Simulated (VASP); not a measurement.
## In3O2: relaxation of cell and atoms with PBE

In3O2:

```xyz
5
Lattice="1.7697 1.0217 8.2035 -1.7697 1.0217 8.2035 0.0000 -2.0435 8.2035" Properties=species:S:1:pos:R:3 pbc="T T T"
In    0.0000    0.0000    0.0000
In    0.0000    0.0000    5.1559
In    0.0000    0.0000   19.4546
O     0.0000    0.0000    9.8442
O     0.0000    0.0000   14.7663
```

```json
{"Program": "VASP 6.6.1", "Task": "relaxation of cell and atoms", "Functional": "PBE", "Potentials or basis": "VASP PAW PBE potentials, release 64 (In_d, O)", "Cutoff": "600 eV", "k mesh": "6 × 6 × 6", "Occupations": "gaussian, width 0.1 eV", "Spin": "no spin polarisation", "Dipole correction": "no", "Further INCAR settings": "ALGO = Normal; EDIFF = 1e-06; IBRION = 2; EDIFFG = -0.04; NSW = 90; ISIF = 3"}
```

* Relaxed volume: 19.27 Å³/atom
* Relaxed cell: a = 9.789 Å, b = 9.789 Å, c = 9.789 Å, α = 20.04°, β = 20.04°, γ = 20.04°
* Space group after relaxing (to 0.1 Å): R-3m (No. 166)
* Energy gained by relaxing: 157.7 meV/atom
* Ionic steps: 27
* Pressure after relaxing: -0.2 GPa
* Largest force after relaxing: 0.022 eV/Å
* Band gap on the k mesh: zero (an odd number of electrons rules out a gap without spin polarisation)

Forces on the atoms (eV/Å):
```
In   0.000  0.000  0.000
In   0.000  0.000 -0.022
In   0.000  0.000  0.022
O    0.000  0.000  0.015
O    0.000  0.000 -0.015
```

The path:
| step | energy change (eV) | largest force (eV/Å) | pressure (GPa) | volume (Å³) |
| --- | --- | --- | --- | --- |
| 1 | 0.0000 | 1.9863 | -1.15 | 89.00 |
| 2 | -0.3414 | 0.7456 | 1.19 | 87.37 |
| 3 | -0.4118 | 0.5740 | 3.39 | 86.33 |
| 4 | -0.5163 | 0.4730 | -0.18 | 91.11 |
| 5 | -0.5269 | 0.4222 | -1.47 | 93.32 |
| 6 | -0.5855 | 0.3270 | -0.69 | 92.90 |
| 7 | -0.6166 | 0.6263 | 0.64 | 92.33 |
| 8 | -0.6753 | 0.3626 | -0.45 | 93.34 |
| 9 | -0.7194 | 0.3977 | -1.88 | 94.83 |
| 10 | -0.7435 | 0.3625 | -0.83 | 93.77 |
| 11 | -0.7482 | 0.3241 | -0.06 | 93.11 |
| 12 | -0.7599 | 0.2318 | 0.39 | 92.97 |
| 13 | -0.7679 | 0.1123 | 1.46 | 92.64 |
| 14 | -0.7749 | 0.1131 | 0.86 | 93.65 |
| 15 | -0.7775 | 0.1153 | 0.31 | 94.61 |
| 16 | -0.7776 | 0.1171 | 0.24 | 94.76 |
| 17 | -0.7797 | 0.0715 | 0.01 | 94.97 |
| 18 | -0.7816 | 0.1078 | -0.34 | 95.34 |
| 19 | -0.7833 | 0.0886 | 0.01 | 95.08 |
| 20 | -0.7837 | 0.0538 | 0.49 | 94.67 |
| 21 | -0.7839 | 0.0682 | 0.31 | 94.83 |
| 22 | -0.7850 | 0.0669 | 0.24 | 95.06 |
| 23 | -0.7859 | 0.0640 | 0.15 | 95.35 |
| 24 | -0.7861 | 0.0523 | 0.00 | 95.93 |
| 25 | -0.7863 | 0.0587 | 0.06 | 95.67 |
| 26 | -0.7876 | 0.0419 | -0.01 | 95.94 |
| 27 | -0.7883 | 0.0224 | -0.24 | 96.37 |

Final structure:
```
CELL_PARAMETERS angstrom
1.70324 0.98337 9.58912
-1.70324 0.98337 9.58912
0.00000 -1.96673 9.58912
ATOMIC_POSITIONS crystal
In 0.00000 0.00000 0.00000
In 0.21305 0.21305 0.21305
In 0.78695 0.78695 0.78695
O 0.41967 0.41967 0.41967
O 0.58033 0.58033 0.58033
```

Levels at points of the mesh, in eV from the Fermi level:
```csv
k point,band 21,band 22,band 23,band 24,band 25,band 26,band 27,band 28,band 29,band 30
"(0.00, 0.00, 0.00)",-3.20,-3.20,-3.18,-3.18,-2.06,-2.04,1.88,2.57,7.03,8.09
"(0.50, 0.00, 0.00)",-4.15,-3.95,-3.86,-3.08,-1.68,-1.63,-0.21,2.69,3.01,3.68
"(0.50, 0.50, 0.00)",-4.22,-3.97,-3.84,-3.01,-2.12,-1.15,-0.37,2.57,3.13,4.11
"(0.50, 0.50, 0.50)",-3.30,-3.20,-3.20,-3.18,-3.18,-0.55,0.43,4.05,5.91,7.89
```

Wall time 90 min on 1 thread of AMD EPYC 9R45 96-Core Processor (Zen 5), with other jobs on the host, peak memory 0.76 GiB.

Caveat: a cell axis changed by over 15 % at a fixed basis, so the end point is rough; spin-orbit coupling is left out, which moves the levels of the heavy elements; an odd number of electrons without spin polarisation forces a metal; a magnetic or distorted state may lie lower.
